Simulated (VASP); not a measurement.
# Ti4C5O in VASP: single point with r2SCAN

Aim: the single point of Ti4C5O with r2SCAN.

Everything below comes from runs of VASP 6.6.1. Logs are shortened: lines on timing, memory, paths and dates and some standing lists are left out, and cuts for length are marked.

### Step 1. The cell of the first run

The cell holds a slab with vacuum, 10 atoms: a = 3.060 Å, b = 3.060 Å, c = 26.642 Å, α = 90.00°, β = 90.00°, γ = 90.00°.

### Step 2. Single point, r2SCAN

File POSCAR:

```
Ti4C5O
1.0
    3.0603581490      0.0000000000      0.0000000000
    0.0000000000      3.0603581490      0.0000000000
    0.0000000000      0.0000000000     26.6420000000
Ti C O
4 5 1
Direct
    0.5000000000      0.5000000000      0.3190451167
    0.0000000000      0.0000000000      0.4002702500
    0.4999434783      0.5000565217      0.4811717876
    0.0000233488     -0.0000233488      0.5613816790
    0.0000000000      0.0000000000      0.3190451167
    0.5000000000      0.5000000000      0.4002702500
    0.0000456028     -0.0000456028      0.4809135423
    0.5001774701      0.4998225299      0.5633623439
    0.0028516307      0.9971483693      0.6440127291
    0.0051457779      0.9948542221      0.6865437511
```

File INCAR.step1:

```
PREC = Accurate
ENCUT = 520
ISMEAR = 0
SIGMA = 0.1
LREAL = F
LASPH = T
NELM = 100
LDIPOL = T
IDIPOL = 3
DIPOL = 0.5 0.5 0.486
NBANDS = 48
GGA = PE
ALGO = Normal
EDIFF = 1E-4
LWAVE = T
LCHARG = F
```

File INCAR.step2:

```
PREC = Accurate
ENCUT = 520
EDIFF = 1E-6
ISMEAR = 0
SIGMA = 0.1
LREAL = F
LASPH = T
NELM = 100
ALGO = Normal
ISIF = 2
LWAVE = F
LCHARG = F
LDIPOL = T
IDIPOL = 3
DIPOL = 0.5 0.5 0.486
METAGGA = R2SCAN
LMIXTAU = T
NBANDS = 48
ISTART = 1
```

File KPOINTS:

```
Automatic mesh
0
Gamma
  9 9 1
```

Potentials or basis: VASP PAW PBE potentials, release 64 (Ti_sv, C, O).

Launch:

```console
$ cat potpaw_PBE.64/Ti_sv/POTCAR potpaw_PBE.64/C/POTCAR potpaw_PBE.64/O/POTCAR > POTCAR
$ cp INCAR.step1 INCAR
$ mpirun -np 1 vasp_std > vasp.out
$ cp INCAR.step2 INCAR
$ mpirun -np 1 vasp_std > vasp.out
```

OUTCAR:

```text
PREC = Accurate
   ENCUT = 520
   EDIFF = 1E-6
   ISMEAR = 0
   LREAL = F
   LASPH = T
   NELM = 100
   ISIF = 2
   METAGGA = R2SCAN
   ISTART = 1

 ion  position               nearest neighbor table
   1  0.500  0.500  0.319-   5 2.16   5 2.16   5 2.16   5 2.16   6 2.16
   2  0.000  0.000  0.400-   7 2.15   6 2.16   6 2.16   6 2.16   6 2.16   5 2.16
   3  0.500  0.500  0.481-   6 2.16   7 2.16   7 2.16   7 2.16   7 2.16   8 2.19
   4  0.000  1.000  0.561-   7 2.14   8 2.16   8 2.16   8 2.16   8 2.17   9 2.20
   5  0.000  0.000  0.319-   1 2.16   1 2.16   1 2.16   1 2.16   2 2.16
   6  0.500  0.500  0.400-   3 2.16   2 2.16   2 2.16   2 2.16   2 2.16   1 2.16
   7  0.000  1.000  0.481-   4 2.14   2 2.15   3 2.16   3 2.16   3 2.16   3 2.16
   8  0.500  0.500  0.563-   4 2.16   4 2.16   4 2.16   4 2.17   3 2.19
   9  0.003  0.997  0.644-  10 1.13   4 2.20
  10  0.005  0.995  0.687-   9 1.13

  LATTYP: Found a simple tetragonal cell.
 ALAT       =     3.0603581490
 C/A-ratio  =     8.7055170352

  Lattice vectors:

 A1 = (   3.0603581490,   0.0000000000,   0.0000000000)
 A2 = (   0.0000000000,   3.0603581490,   0.0000000000)
 A3 = (   0.0000000000,   0.0000000000,  26.6420000000)

Analysis of symmetry for initial positions (statically):
=====================================================================
 Subroutine PRICEL returns:
 Original cell was already a primitive cell.

 Routine SETGRP: Setting up the symmetry group for a
 simple tetragonal supercell.

 Subroutine GETGRP returns: Found  2 space group operations
 (whereof  2 operations were pure point group operations)
 out of a pool of 16 trial point group operations.

The static configuration has the point symmetry C_1h.

Analysis of symmetry for dynamics (positions and initial velocities):
=====================================================================
 Subroutine PRICEL returns:
 Original cell was already a primitive cell.

 Routine SETGRP: Setting up the symmetry group for a
 simple tetragonal supercell.

 Subroutine GETGRP returns: Found  2 space group operations
 (whereof  2 operations were pure point group operations)
 out of a pool of 16 trial point group operations.

The dynamic configuration has the point symmetry C_1h.

 Subroutine INISYM returns: Found  2 space group operations
 (whereof  2 operations are pure point group operations),
 and found     1 'primitive' translations

----------------------------------------------------------------------------------------

                                     Primitive cell

  volume of cell :     249.5234

  direct lattice vectors                    reciprocal lattice vectors
     3.060358149  0.000000000  0.000000000     0.326759141  0.000000000  0.000000000
     0.000000000  3.060358149  0.000000000     0.000000000  0.326759141  0.000000000
     0.000000000  0.000000000 26.642000000     0.000000000  0.000000000  0.037534720

  length of vectors
     3.060358149  3.060358149 26.642000000     0.326759141  0.326759141  0.037534720

  position of ions in fractional coordinates (direct lattice)
     0.500000000  0.500000000  0.319045117
     0.000000000  0.000000000  0.400270250
     0.499943478  0.500056522  0.481171788
     0.000023349  0.999976651  0.561381679
     0.000000000  0.000000000  0.319045117
     0.500000000  0.500000000  0.400270250
     0.000045603  0.999954397  0.480913542
     0.500177470  0.499822530  0.563362344
     0.002851631  0.997148369  0.644012729
     0.005145778  0.994854222  0.686543751

  ion indices of the primitive-cell ions
   primitive index   ion index
                 1           1
                 2           2
                 3           3
                 4           4
                 5           5
                 6           6
                 7           7
                 8           8
                 9           9
                10          10

----------------------------------------------------------------------------------------

 KPOINTS: Automatic mesh

Automatic generation of k-mesh.
 Grid dimensions read from file:
 generate k-points for:    9    9    1

 Generating k-lattice:

  Cartesian coordinates                     Fractional coordinates (reciprocal lattice)
     0.036306571  0.000000000  0.000000000     0.111111111  0.000000000  0.000000000
     0.000000000  0.036306571  0.000000000     0.000000000  0.111111111  0.000000000
     0.000000000  0.000000000  0.037534720     0.000000000  0.000000000  1.000000000

  Length of vectors
     0.036306571  0.036306571  0.037534720

  Shift w.r.t. Gamma in fractional coordinates (k-lattice)
     0.000000000  0.000000000  0.000000000

 Subroutine IBZKPT returns following result:
 ===========================================

 Found     25 irreducible k-points:

 Following reciprocal coordinates:
            Coordinates               Weight
  0.000000  0.000000  0.000000      1.000000
  0.111111  0.000000  0.000000      4.000000
  0.222222  0.000000  0.000000      4.000000
  0.333333  0.000000  0.000000      4.000000
  0.444444  0.000000  0.000000      4.000000
  0.111111  0.111111  0.000000      2.000000
[... 16 lines left out ...]
 -0.333333  0.444444  0.000000      4.000000
  0.444444  0.444444  0.000000      2.000000
   k-points           NKPTS =     25   k-points in BZ     NKDIM =     25   number of bands    NBANDS=     48
   number of dos      NEDOS =    301   number of ions     NIONS =     10
   total plane-waves  NPLWV = 115200
   dimension x,y,z NGX =    24 NGY =   24 NGZ =  200
   dimension x,y,z NGXF=    48 NGYF=   48 NGZF=  400
   ions per type =               4   5   1
   NGX,Y,Z   is equivalent  to a cutoff of  13.04, 13.04, 12.48 a.u.
   NGXF,Y,Z  is equivalent  to a cutoff of  26.07, 26.07, 24.96 a.u.
 SYSTEM =  unknown system
   PREC   = accura    normal or accurate (medium, high low for compatibility)
   ISTART =      1    job   : 0-new  1-cont  2-samecut
   ICHARG =      0    charge: 1-file 2-atom 10-const
   ISPIN  =      1    spin polarized calculation?
   LNONCOLLINEAR =      F non collinear calculations
   LSORBIT =      F    spin-orbit coupling
   LASPH  =      T    aspherical Exc in radial PAW
   ENCUT  =  520.0 eV  38.22 Ry    6.18 a.u.   5.69  5.69 49.54*2*pi/ulx,y,z
   NELM   =    100;   NELMIN=  2; NELMDL=  0     # of ELM steps
   EDIFF  = 0.1E-05   stopping-criterion for ELM
   LREAL  =      F    real-space projection
   EDIFFG = 0.1E-04   stopping-criterion for IOM
   NSW    =      0    number of steps for IOM
   IBRION =     -1    ionic relax: 0-MD 1-quasi-New 2-CG
   NFREE  =      0    steps in history (QN), initial steepest desc. (CG)
   ISIF   =      2    stress and relaxation
   ISYM   =      2    0-nonsym 1-usesym 2-fastsym
   POTIM  = 0.5000    time-step for ionic-motion
   TEBEG  =    0.0;   TEEND  =   0.0 temperature during run
   PSTRESS=    0.0 pullay stress
   NELECT =      74.0000    total number of electrons
   NUPDOWN=      -1.0000    fix difference up-down
   EMIN   =  10.00;   EMAX   =-10.00  energy-range for DOS
   EFERMI =   0.00;   METHOD = LEGACY
   ISMEAR =     0;   SIGMA  =   0.10  broadening in eV -4-tet -1-fermi 0-gaus
   EFERMI_NEDOS =   21; number of points for ismear=-14 and -15
   IALGO  =     38    algorithm
   IMIX   =      4    mixing-type and parameters
     AMIX     =   0.40;   BMIX     =  1.00
     AMIX_MAG =   1.60;   BMIX_MAG =  1.00
  volume/ion in A,a.u.               =      24.95       168.39
  Fermi-wavevector in a.u.,A,eV,Ry     =   1.091729  2.063069 16.216414  1.191873
  Thomas-Fermi vector in A             =   2.227980
   LORBIT       =      0    0 simple, 1 ext, 2 COOP (PROOUT), +10 PAW based schemes
   METAGGA = R2SCAN    functional components
   LHFCALC =     F    Hartree Fock is set to
   AEXX    =    0.0000 exact exchange contribution
   IVDW    =     0    specifies the selected vdW correction
   LEPSILON=     F    determine dielectric tensor
   LRPA    =     F    only Hartree local field effects (RPA)
 non-spin polarized calculation
 Gauss-broadening in eV      SIGMA  =   0.10
  energy-cutoff  :      520.00
  volume of cell :      249.52
 maximum number of plane-waves:      6772
   NGX = 11   NGY = 11   NGZ = 99

 number of electron      74.0000030 magnetization

 dipolmoment           0.000000      0.000000      0.048672 electrons x Angstroem

 Free energy of the ion-electron system (eV)
  ---------------------------------------------------
  ext. energy  EPLUGINS =         0.00000000
  ---------------------------------------------------
  free energy    TOTEN  =      -114.36067786 eV

  energy without entropy =     -114.35601777  energy(sigma->0) =     -114.35834782

 E-fermi :   0.5461     XC(G=0):  -5.8760

 val. band max:        0.4841534387   @ k =   0.0000   0.0000   0.0000
 cond. band min:       0.5673816452   @ k =   0.0000   0.0000   0.0000
 fundamental gap:      0.0832282065
 Fermi energy:         0.5460954706

 k-point     1 :       0.0000    0.0000    0.0000
  band No.  band energies     occupation
      1     -58.3749      2.00000
      2     -58.2682      2.00000
      3     -58.2175      2.00000
      4     -58.1729      2.00000
      5     -33.8067      2.00000
      6     -33.6559      2.00000
[... 40 lines left out ...]
     47       3.1769      0.00000
     48       3.3875      0.00000

 k-point     2 :       0.1111    0.0000    0.0000
  band No.  band energies     occupation
      1     -58.3715      2.00000
      2     -58.2634      2.00000
      3     -58.2154      2.00000
      4     -58.1713      2.00000
      5     -33.8016      2.00000
      6     -33.6537      2.00000
[... 1114 lines left out ...]
 k-point    24 :       0.4444    0.4444    0.0000
  band No.  band energies     occupation
      1     -58.3221      2.00000
      2     -58.1926      2.00000
      3     -58.1866      2.00000
      4     -58.1371      2.00000
      5     -33.7240      2.00000
      6     -33.6784      2.00000
[... 40 lines left out ...]
     47       4.3796      0.00000
     48       4.3910      0.00000

 [... further k-points ...]

------------------------ aborting loop because EDIFF is reached ----------------------------------------

 vacuum level on the upper side and lower side of the slab       (xc-potential included)         0.469        -0.450

  FORCE on cell =-STRESS in cart. coord.  units (eV):
  Direction    XX          YY          ZZ          XY          YZ          ZX
  --------------------------------------------------------------------------------------
  -------------------------------------------------------------------------------------
  Total       -3.2166854     -3.2166854      0.4561928     -0.0001308     -0.0020058      0.0020219
  in kB      -20.6541744    -20.6541744      2.9291909     -0.0008397     -0.0128788      0.0129827
  external PRESSURE =     -12.7930526 kB  Pullay stress =       0.0000000 kB

 VOLUME and BASIS-vectors are now :
 -----------------------------------------------------------------------------
  energy-cutoff  :      520.00
  volume of cell :      249.52
      direct lattice vectors                 reciprocal lattice vectors
     3.060358149  0.000000000  0.000000000     0.326759141  0.000000000  0.000000000
     0.000000000  3.060358149  0.000000000     0.000000000  0.326759141  0.000000000
     0.000000000  0.000000000 26.642000000     0.000000000  0.000000000  0.037534720

 POSITION                                       TOTAL-FORCE (eV/Angst)
 -----------------------------------------------------------------------------------
      1.53018      1.53018      8.50000        -0.000141      0.000141      1.371154
      0.00000      0.00000     10.66400         0.000104     -0.000104      0.161650
      1.53001      1.53035     12.81938         0.002231     -0.002231      0.004262
      0.00007      3.06029     14.95633         0.001484     -0.001484      0.030164
      0.00000      0.00000      8.50000         0.000740     -0.000740     -0.957386
      1.53018      1.53018     10.66400         0.000237     -0.000237     -0.634925
      0.00014      3.06022     12.81250        -0.000925      0.000925     -0.000723
      1.53072      1.52964     15.00910        -0.001367      0.001367      0.011418
      0.00873      3.05163     17.15779        -0.007621      0.007621     -1.003839
      0.01575      3.04461     18.29090         0.005257     -0.005257      1.018226
 -----------------------------------------------------------------------------------
    total drift:                               -0.002003      0.002003     -0.005613

  FREE ENERGIE OF THE ION-ELECTRON SYSTEM (eV)
  ---------------------------------------------------
  free  energy   TOTEN  =      -114.3606778591 eV

  energy  without entropy=     -114.3560177739  energy(sigma->0) =     -114.35834782

 vacuum level on the upper side and lower side of the slab         5.709         4.769
```

It took 14 min on 1 thread of Intel Xeon 6975P-C (Granite Rapids), shared host; peak memory 0.52 GiB.

What came out:

* Free energy: -114.3607 eV
* Largest force: 1.371 eV/Å
* Band gap on the k mesh: zero (band 37 reaches 1.00 eV, above the bottom of band 38 at 0.39 eV)

Forces in eV/Å, atoms in the order of the input:
```
Ti   0.000  0.000  1.371
Ti   0.000  0.000  0.162
Ti   0.002 -0.002  0.004
Ti   0.001 -0.001  0.030
C    0.001 -0.001 -0.957
C    0.000  0.000 -0.635
C   -0.001  0.001 -0.001
C   -0.001  0.001  0.011
C   -0.008  0.008 -1.004
O    0.005 -0.005  1.018
```

Caveat: the PAW data sets were made with another functional, which shifts forces and pressure a little.
